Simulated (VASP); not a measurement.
Bi, 1 atom in the cell. Symmetry: Im-3m, No. 229, cubic system. Conventional cell: a = 2.884 Å, b = 2.884 Å, c = 2.884 Å, α = 90.00°, β = 90.00°, γ = 90.00°. Bi (site symmetry m-3m) has 14 Bi at 2.50 to 2.88 Å within 3.3 Å.  This cell differs from its parent crystal: volume scaled by 0.4.

```yaml
Program: VASP 6.6.1
Task: single point
Functional: PBEsol
Potentials_or_basis: VASP PAW PBE potentials, release 64 (Bi_d)
Cutoff: 520 eV
k_mesh: 15 × 15 × 15
Occupations: fermi-dirac, width 0.08 eV
Spin: no spin polarisation
Dipole_correction: no
Further_INCAR_settings: ALGO = Normal; EDIFF = 1e-06; NBANDS = 14
```

Potentials or basis: VASP PAW PBE potentials, release 64 (Bi_d).

The run is started by

```console
$ cat potpaw_PBE.64/Bi_d/POTCAR > POTCAR
$ mpirun -np 1 vasp_std > vasp.out
```

Hardware: 1 thread of Intel Xeon 6975P-C, on a shared host.

Q: How long does it take, and how much memory?

A: Run time: 13 s on 1 thread of Intel Xeon 6975P-C, on a shared host, peak memory 0.14 GiB. Counts: scf iterations 11, k points 120.
